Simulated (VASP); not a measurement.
# CdTe in VASP: notebook

The runs below take CdTe through single point, with PBE.

All numbers are computed with VASP 6.6.1; they aren't measurements. Logs are shortened: lines on timing, memory, paths and dates and some standing lists are left out, and cuts for length are marked.

## Step 1: The cell of the first run

It takes space group F-43m (No. 216, cubic). The conventional cell has a = 6.410 Å, b = 6.410 Å, c = 6.410 Å, α = 90.00°, β = 90.00°, γ = 90.00°. Within 3.7 Å of Cd (site symmetry -43m) lie 4 Te at 2.78 Å. Within 3.7 Å of Te (site symmetry -43m) lie 4 Cd at 2.78 Å.

## Step 2: Single point, PBE

INCAR reads:

```
PREC = Accurate ; ENCUT = 520
EDIFF = 1E-6 ; ISMEAR = -1
SIGMA = 0.05 ; LREAL = False
LASPH = True ; NELM = 60
ALGO = Normal ; ISIF = 2
LWAVE = False ; LCHARG = True
GGA = PE ; LELF = True
LVHAR = True ; NBANDS = 16
```

KPOINTS reads:

```
regular mesh
0
Gamma
  6 6 6
```

POSCAR reads:

```
CdTe
1.0
    0.0000000000      3.2050000000      3.2050000000
    3.2050000000      0.0000000000      3.2050000000
    3.2050000000      3.2050000000      0.0000000000
Cd Te
1 1
Direct
    0.0000000000      0.0000000000      0.0000000000
    0.2500000000      0.2500000000      0.2500000000
```

Potentials or basis: VASP PAW PBE potentials, release 64 (Cd, Te).

On the command line:

```bash
$ cat potpaw_PBE.64/Cd/POTCAR potpaw_PBE.64/Te/POTCAR > POTCAR
$ mpirun -np 1 vasp_std > vasp.out
```

OUTCAR:

```text
PREC = Accurate
   ENCUT = 520
   EDIFF = 1E-6
   ISMEAR = -1
   LREAL = False
   LASPH = True
   NELM = 60
   ISIF = 2
   GGA = PE

 ion  position               nearest neighbor table
   1  0.000  0.000  0.000-   2 2.78   2 2.78   2 2.78   2 2.78
   2  0.250  0.250  0.250-   1 2.78   1 2.78   1 2.78   1 2.78

  LATTYP: Found a face centered cubic cell.
 ALAT       =     6.4100000000

  Lattice vectors:

 A1 = (   0.0000000000,   3.2050000000,   3.2050000000)
 A2 = (   3.2050000000,   0.0000000000,   3.2050000000)
 A3 = (   3.2050000000,   3.2050000000,   0.0000000000)

Analysis of symmetry for initial positions (statically):
=====================================================================
 Subroutine PRICEL returns:
 Original cell was already a primitive cell.

 Routine SETGRP: Setting up the symmetry group for a
 face centered cubic supercell.

 Subroutine GETGRP returns: Found 24 space group operations
 (whereof 24 operations were pure point group operations)
 out of a pool of 48 trial point group operations.

The static configuration has the point symmetry T_d .

Analysis of symmetry for dynamics (positions and initial velocities):
=====================================================================
 Subroutine PRICEL returns:
 Original cell was already a primitive cell.

 Routine SETGRP: Setting up the symmetry group for a
 face centered cubic supercell.

 Subroutine GETGRP returns: Found 24 space group operations
 (whereof 24 operations were pure point group operations)
 out of a pool of 48 trial point group operations.

The dynamic configuration has the point symmetry T_d .

 Subroutine INISYM returns: Found 24 space group operations
 (whereof 24 operations are pure point group operations),
 and found     1 'primitive' translations

----------------------------------------------------------------------------------------

                                     Primitive cell

  volume of cell :      65.8437

  direct lattice vectors                    reciprocal lattice vectors
     0.000000000  3.205000000  3.205000000    -0.156006240  0.156006240  0.156006240
     3.205000000  0.000000000  3.205000000     0.156006240 -0.156006240  0.156006240
     3.205000000  3.205000000  0.000000000     0.156006240  0.156006240 -0.156006240

  length of vectors
     4.532554467  4.532554467  4.532554467     0.270210734  0.270210734  0.270210734

  position of ions in fractional coordinates (direct lattice)
[... 68 lines left out ...]
   ENCUT  =  520.0 eV  38.22 Ry    6.18 a.u.   8.43  8.43  8.43*2*pi/ulx,y,z
   NELM   =     60;   NELMIN=  2; NELMDL= -5     # of ELM steps
   EDIFF  = 0.1E-05   stopping-criterion for ELM
   LREAL  =      F    real-space projection
   EDIFFG = 0.1E-04   stopping-criterion for IOM
   NSW    =      0    number of steps for IOM
   IBRION =     -1    ionic relax: 0-MD 1-quasi-New 2-CG
   NFREE  =      0    steps in history (QN), initial steepest desc. (CG)
   ISIF   =      2    stress and relaxation
   ISYM   =      2    0-nonsym 1-usesym 2-fastsym
   POTIM  = 0.5000    time-step for ionic-motion
   TEBEG  =    0.0;   TEEND  =   0.0 temperature during run
   PSTRESS=    0.0 pullay stress
   NELECT =      18.0000    total number of electrons
   NUPDOWN=      -1.0000    fix difference up-down
   EMIN   =  10.00;   EMAX   =-10.00  energy-range for DOS
   EFERMI =   0.00;   METHOD = LEGACY
   ISMEAR =    -1;   SIGMA  =   0.05  broadening in eV -4-tet -1-fermi 0-gaus
   EFERMI_NEDOS =   21; number of points for ismear=-14 and -15
   IALGO  =     38    algorithm
   IMIX   =      4    mixing-type and parameters
     AMIX     =   0.40;   BMIX     =  1.00
     AMIX_MAG =   1.60;   BMIX_MAG =  1.00
  volume/ion in A,a.u.               =      32.92       222.17
  Fermi-wavevector in a.u.,A,eV,Ry     =   1.062497  2.007828 15.359610  1.128899
  Thomas-Fermi vector in A             =   2.197950
   LORBIT       =      0    0 simple, 1 ext, 2 COOP (PROOUT), +10 PAW based schemes
   GGA     = PE    functional components
   LHFCALC =     F    Hartree Fock is set to
   AEXX    =    0.0000 exact exchange contribution
   IVDW    =     0    specifies the selected vdW correction
   LEPSILON=     F    determine dielectric tensor
   LRPA    =     F    only Hartree local field effects (RPA)
 non-spin polarized calculation
  energy-cutoff  :      520.00
  volume of cell :       65.84
 maximum number of plane-waves:      1807
 NGX is ok and might be reduce to    36
   NGX = 17   NGY = 17   NGZ = 17

 number of electron      17.9999995 magnetization

 Free energy of the ion-electron system (eV)
  ---------------------------------------------------
  ext. energy  EPLUGINS =         0.00000000
  ---------------------------------------------------
  free energy    TOTEN  =        -4.72108022 eV

  energy without entropy =       -4.72107759  energy(sigma->0) =       -4.72107890

 E-fermi :   3.1218     XC(G=0):  -8.7308

 val. band max:        2.6572953496   @ k =   0.0000   0.0000   0.0000
 cond. band min:       3.5292951067   @ k =   0.0000   0.0000   0.0000
 fundamental gap:      0.8719997571
 Fermi energy:         3.1218072363

 k-point     1 :       0.0000    0.0000    0.0000
  band No.  band energies     occupation
      1      -8.7108      2.00000
      2      -5.7523      2.00000
      3      -5.7523      2.00000
      4      -5.7523      2.00000
      5      -5.4667      2.00000
      6      -5.4667      2.00000
[... 281 lines left out ...]
      3      -5.6060      2.00000
      4      -5.5198      2.00000
      5      -5.4532      2.00000
      6      -4.8647      2.00000
[... 8 lines left out ...]
     15      13.8575      0.00000
     16      14.1569      0.00000

------------------------ aborting loop because EDIFF is reached ----------------------------------------

  FORCE on cell =-STRESS in cart. coord.  units (eV):
  Direction    XX          YY          ZZ          XY          YZ          ZX
  --------------------------------------------------------------------------------------
  -------------------------------------------------------------------------------------
  Total        1.8138717      1.8138717      1.8138717      0.0000000      0.0000000      0.0000000
  in kB       44.1370254     44.1370254     44.1370254      0.0000000      0.0000000      0.0000000
  external PRESSURE =      44.1370254 kB  Pullay stress =       0.0000000 kB

 VOLUME and BASIS-vectors are now :
 -----------------------------------------------------------------------------
  energy-cutoff  :      520.00
  volume of cell :       65.84
      direct lattice vectors                 reciprocal lattice vectors
     0.000000000  3.205000000  3.205000000    -0.156006240  0.156006240  0.156006240
     3.205000000  0.000000000  3.205000000     0.156006240 -0.156006240  0.156006240
     3.205000000  3.205000000  0.000000000     0.156006240  0.156006240 -0.156006240

 POSITION                                       TOTAL-FORCE (eV/Angst)
 -----------------------------------------------------------------------------------
      0.00000      0.00000      0.00000         0.000000      0.000000      0.000000
      1.60250      1.60250      1.60250        -0.000000     -0.000000     -0.000000
 -----------------------------------------------------------------------------------
    total drift:                               -0.000000     -0.000000     -0.000000

  FREE ENERGIE OF THE ION-ELECTRON SYSTEM (eV)
  ---------------------------------------------------
  free  energy   TOTEN  =        -4.7210802161 eV

  energy  without entropy=       -4.7210775902  energy(sigma->0) =       -4.72107890
```

OSZICAR:

```text
N       E                     dE             d eps       ncg     rms          rms(c)
DAV:   1     0.102008861702E+03    0.10201E+03   -0.83057E+03   520   0.975E+02
DAV:   2    -0.124315516677E+01   -0.10325E+03   -0.97694E+02   600   0.238E+02
DAV:   3    -0.491522111488E+01   -0.36721E+01   -0.36644E+01   664   0.466E+01
DAV:   4    -0.495029246850E+01   -0.35071E-01   -0.35070E-01   744   0.388E+00
DAV:   5    -0.495045397959E+01   -0.16151E-03   -0.16151E-03   680   0.220E-01    0.602E+00
DAV:   6    -0.473590013544E+01    0.21455E+00   -0.36804E-01   592   0.754E+00    0.485E+00
DAV:   7    -0.471981777550E+01    0.16082E-01   -0.11306E-01   584   0.221E+00    0.180E+00
DAV:   8    -0.472068102587E+01   -0.86325E-03   -0.11619E-02   576   0.124E+00    0.492E-01
DAV:   9    -0.472098688704E+01   -0.30586E-03   -0.96834E-04   624   0.339E-01    0.121E-01
DAV:  10    -0.472104449679E+01   -0.57610E-04   -0.11435E-04   664   0.103E-01    0.567E-02
DAV:  11    -0.472108116222E+01   -0.36665E-04   -0.71342E-05   560   0.595E-02    0.328E-02
DAV:  12    -0.472108021612E+01    0.94610E-06   -0.28427E-06   608   0.159E-02
   1 F= -.47210802E+01 E0= -.47210789E+01  d E =-.262592E-05
```

It took 25 s on 1 thread of Intel Xeon 6975P-C, shared host; peak memory 0.21 GiB.

What came out:

```
Free energy            : -4.7211 eV
Pressure               : 4.4 GPa
Band gap on the k mesh : 0.87 eV, direct
```

Levels at points of the mesh, in eV from the valence-band top:
| k point | band 5 | band 6 | band 7 | band 8 | band 9 | band 10 | band 11 | band 12 | band 13 | band 14 |
| --- | --- | --- | --- | --- | --- | --- | --- | --- | --- | --- |
| (0.00, 0.00, 0.00) | -8.12 | -8.12 | 0.00 | 0.00 | 0.00 | 0.87 | 4.58 | 4.58 | 4.58 | 7.51 |
| (0.50, 0.00, 0.00) | -8.11 | -7.74 | -4.62 | -0.83 | -0.83 | 1.85 | 5.17 | 5.17 | 7.10 | 8.78 |
| (0.50, 0.50, 0.00) | -8.09 | -7.59 | -4.47 | -1.98 | -1.98 | 2.53 | 2.66 | 9.03 | 9.30 | 9.30 |

Caveat: spin-orbit coupling is left out, which moves the levels of the heavy elements.

## Step 3: Single point, PBE

This run uses another cell than the first one, of 32.43 Å³/atom, 0.985 times its volume.

INCAR reads:

```
SYSTEM = CdTe
PREC = Accurate
ENCUT = 520
EDIFF = 1E-6
ISMEAR = -1
SIGMA = 0.05
LREAL = .False.
LASPH = .True.
NELM = 60
ALGO = Normal
ISIF = 2
LWAVE = .False.
LCHARG = .True.
GGA = PE
LELF = .True.
LVHAR = .True.
NBANDS = 16
```

KPOINTS reads:

```
Automatic mesh
0
Gamma
  6 6 6
  0 0 0
```

POSCAR reads:

```
CdTe
1.0
    0.0000000000      3.2050000000      3.1569250000
    3.2050000000      0.0000000000      3.1569250000
    3.2050000000      3.2050000000      0.0000000000
Cd Te
1 1
Direct
    0.0000000000      0.0000000000      0.0000000000
    0.2500000000      0.2500000000      0.2500000000
```

Potentials or basis: VASP PAW PBE potentials, release 64 (Cd, Te).

On the command line:

```bash
$ cat potpaw_PBE.64/Cd/POTCAR potpaw_PBE.64/Te/POTCAR > POTCAR
$ mpirun -np 1 vasp_std > vasp.out
```

It used 28 s of CPU time on 1 thread of Intel Xeon 6975P-C, with other jobs on the host.

The run converged. Its results:

- Free energy: -4.6909 eV
- Pressure: 5.3 GPa
- Band gap on the k mesh: 0.88 eV, direct

Stress tensor (GPa, compression positive):
```
5.21 0.00 0.00
0.00 5.21 0.00
0.00 0.00 5.39
```

Levels at points of the mesh, in eV from the valence-band top:
```
           k point  band 7  band 8  band 9  band 10  band 11  band 12
(0.00, 0.00, 0.00)   -0.05   -0.05    0.00     0.88     4.53     4.53
(0.50, 0.00, 0.00)   -4.74   -0.92   -0.84     1.83     5.08     5.18
(0.50, 0.50, 0.00)   -4.53   -2.11   -2.11     2.42     2.54     9.15
(0.50, 0.00, 0.50)   -4.61   -2.06   -2.03     2.48     2.66     9.04
```

Caveat: spin-orbit coupling is left out, which moves the levels of the heavy elements.

## Step 4: Single point, PBE

This run uses another cell than the first one, of 33.42 Å³/atom, 1.015 times its volume.

INCAR reads:

```
SYSTEM = CdTe
  PREC = Accurate
  ENCUT = 520
  EDIFF = 1E-6
  ISMEAR = -1
  SIGMA = 0.05
  LREAL = .FALSE.
  LASPH = .TRUE.
  NELM = 100
  ALGO = Normal
  ISIF = 2
  LWAVE = .FALSE.
  LCHARG = .FALSE.
  GGA = PE
  NBANDS = 16
```

KPOINTS reads:

```
regular mesh
0
G
  6 6 6
  0 0 0
```

POSCAR reads:

```
CdTe
1.0
    0.0000000000      3.2050000000      3.2530750000
    3.2050000000      0.0000000000      3.2530750000
    3.2050000000      3.2050000000      0.0000000000
Cd Te
1 1
Direct
    0.0000000000      0.0000000000      0.0000000000
    0.2500000000      0.2500000000      0.2500000000
```

Potentials or basis: VASP PAW PBE potentials, release 64 (Cd, Te).

On the command line:

```bash
$ cat potpaw_PBE.64/Cd/POTCAR potpaw_PBE.64/Te/POTCAR > POTCAR
$ mpirun -np 1 vasp_std > vasp.out
```

OUTCAR:

```text
SYSTEM = CdTe
   PREC = Accurate
   ENCUT = 520
   EDIFF = 1E-6
   ISMEAR = -1
   LREAL = .FALSE.
   LASPH = .TRUE.
   NELM = 100
   ISIF = 2
   GGA = PE

 ion  position               nearest neighbor table
   1  0.000  0.000  0.000-   2 2.79   2 2.79   2 2.79   2 2.79
   2  0.250  0.250  0.250-   1 2.79   1 2.79   1 2.79   1 2.79

  LATTYP: Found a body centered tetragonal cell.
 ALAT       =     4.5325544674
 C/A-ratio  =     1.4354267658

  Lattice vectors:
[... 191 lines left out ...]
      4      -5.8354      2.00000
      5      -5.5642      2.00000
      6      -5.5615      2.00000
[... 433 lines left out ...]
      3      -5.6883      2.00000
      4      -5.6344      2.00000
      5      -5.5396      2.00000
      6      -5.0943      2.00000
[... 8 lines left out ...]
     15      13.2272      0.00000
     16      14.1140      0.00000

 [... further k-points ...]
[... 5 lines left out ...]
  --------------------------------------------------------------------------------------
  -------------------------------------------------------------------------------------
  Total        1.5389730      1.5389730      1.4504945      0.0000000      0.0000000      0.0000000
  in kB       36.8944850     36.8944850     34.7733505      0.0000000      0.0000000      0.0000000
  external PRESSURE =      36.1874402 kB  Pullay stress =       0.0000000 kB

 VOLUME and BASIS-vectors are now :
 -----------------------------------------------------------------------------
  energy-cutoff  :      520.00
  volume of cell :       66.83
      direct lattice vectors                 reciprocal lattice vectors
     0.000000000  3.205000000  3.253075000    -0.156006240  0.156006240  0.153700729
     3.205000000  0.000000000  3.253075000     0.156006240 -0.156006240  0.153700729
     3.205000000  3.205000000  0.000000000     0.156006240  0.156006240 -0.153700729

 POSITION                                       TOTAL-FORCE (eV/Angst)
 -----------------------------------------------------------------------------------
      0.00000      0.00000      0.00000         0.000000      0.000000      0.000000
      1.60250      1.60250      1.62654        -0.000000     -0.000000      0.000000
 -----------------------------------------------------------------------------------
    total drift:                               -0.000000     -0.000000     -0.000001

  FREE ENERGIE OF THE ION-ELECTRON SYSTEM (eV)
  ---------------------------------------------------
  free  energy   TOTEN  =        -4.7453819763 eV

  energy  without entropy=       -4.7453778003  energy(sigma->0) =       -4.74537989
```

OSZICAR:

```text
N       E                     dE             d eps       ncg     rms          rms(c)
DAV:   1     0.101463413459E+03    0.10146E+03   -0.83444E+03   968   0.981E+02
DAV:   2    -0.136858738831E+01   -0.10283E+03   -0.97753E+02  1144   0.235E+02
DAV:   3    -0.494244442511E+01   -0.35739E+01   -0.35681E+01  1160   0.460E+01
DAV:   4    -0.497528459688E+01   -0.32840E-01   -0.32838E-01  1504   0.390E+00
DAV:   5    -0.497534961878E+01   -0.65022E-04   -0.65022E-04  1256   0.170E-01    0.583E+00
DAV:   6    -0.476000711611E+01    0.21534E+00   -0.36878E-01  1136   0.745E+00    0.472E+00
DAV:   7    -0.474408919528E+01    0.15918E-01   -0.11117E-01  1152   0.218E+00    0.177E+00
DAV:   8    -0.474497390276E+01   -0.88471E-03   -0.11347E-02  1104   0.122E+00    0.483E-01
DAV:   9    -0.474528719716E+01   -0.31329E-03   -0.96921E-04  1152   0.335E-01    0.116E-01
DAV:  10    -0.474534494467E+01   -0.57748E-04   -0.11379E-04  1240   0.103E-01    0.563E-02
DAV:  11    -0.474538292352E+01   -0.37979E-04   -0.75515E-05  1136   0.595E-02    0.350E-02
DAV:  12    -0.474538197631E+01    0.94721E-06   -0.30008E-06  1176   0.156E-02
   1 F= -.47453820E+01 E0= -.47453799E+01  d E =-.417597E-05
```

Wall time 43 s (1 thread of Intel Xeon 6975P-C, shared host); peak memory 0.22 GiB.

Results:

| Quantity | Value |
| --- | --- |
| Free energy | -4.7454 eV |
| Pressure | 3.6 GPa |
| Band gap on the k mesh | 0.81 eV, direct |

Caveat: spin-orbit coupling is left out, which moves the levels of the heavy elements. PBE gaps usually lie below the measured ones, often by a third to a half.

## Step 5: Single point, PBE

This run uses another cell than the first one, of 33.91 Å³/atom, 1.030 times its volume.

INCAR reads:

```
PREC = Accurate
ENCUT = 520
EDIFF = 1E-6
ISMEAR = -1
SIGMA = 0.05
LREAL = F
LASPH = T
NELM = 60
ALGO = Normal
ISIF = 2
LWAVE = F
LCHARG = T
GGA = PE
LELF = T
LVHAR = T
NBANDS = 16
```

KPOINTS reads:

```
Automatic mesh
0
Gamma
  6 6 6
```

POSCAR reads:

```
CdTe
1.0
    0.0000000000      3.2050000000      3.3011500000
    3.2050000000      0.0000000000      3.3011500000
    3.2050000000      3.2050000000      0.0000000000
Cd Te
1 1
Direct
    0.0000000000      0.0000000000      0.0000000000
    0.2500000000      0.2500000000      0.2500000000
```

On the command line:

```bash
$ cat potpaw_PBE.64/Cd/POTCAR potpaw_PBE.64/Te/POTCAR > POTCAR
$ mpirun -np 1 vasp_std > vasp.out
```

Wall time 40 s (1 thread of Intel Xeon 6975P-C, shared host); peak memory 0.22 GiB.

It converged, with:

* Free energy: -4.7640 eV
* Pressure: 2.9 GPa
* Band gap on the k mesh: 0.74 eV, direct

Stress tensor (GPa, compression positive):
```
3.03 0.00 0.00
0.00 3.03 0.00
0.00 0.00 2.57
```

Levels at points of the mesh, in eV from the valence-band top:
```tsv
k point	band 6	band 7	band 8	band 9	band 10	band 11	band 12	band 13
(0.00, 0.00, 0.00)	-8.07	-0.10	0.00	0.00	0.74	4.57	4.57	4.57
(0.50, 0.00, 0.00)	-7.72	-4.48	-0.89	-0.74	1.78	5.08	5.24	7.06
(0.50, 0.50, 0.00)	-7.61	-4.45	-1.82	-1.82	2.64	2.78	8.68	9.11
(0.50, 0.00, 0.50)	-7.56	-4.31	-1.97	-1.93	2.53	2.56	8.89	8.98
```

Caveat: spin-orbit coupling is left out, which moves the levels of the heavy elements. As with any semilocal functional, this PBE gap is likely too small.

## Step 6: Summary

```csv
cell,gap on the mesh (eV),pressure (GPa)
"a = 4.533 Å, angles 60.0°, 2 atoms",0.87,4.4
"a = 4.499, b = 4.499, c = 4.533 Å, angles 59.8, 59.8, 60.5°, 2 atoms",0.88,5.3
"a = 4.567, b = 4.567, c = 4.533 Å, angles 60.2, 60.2, 59.5°, 2 atoms",0.81,3.6
"a = 4.601, b = 4.601, c = 4.533 Å, angles 60.5, 60.5, 59.0°, 2 atoms",0.74,2.9
```

Alike in all rows: task single point; level PBE; potentials or basis VASP PAW PBE potentials, release 64 (Cd, Te); no spin polarisation; k mesh 6 × 6 × 6; cutoff (eV) 520; smearing fermi-dirac 0.05 eV.

Caveats: spin-orbit coupling is left out, which moves the levels of the heavy elements.

Total energies depend on the potentials used, so only differences within one code and one set of settings carry meaning.
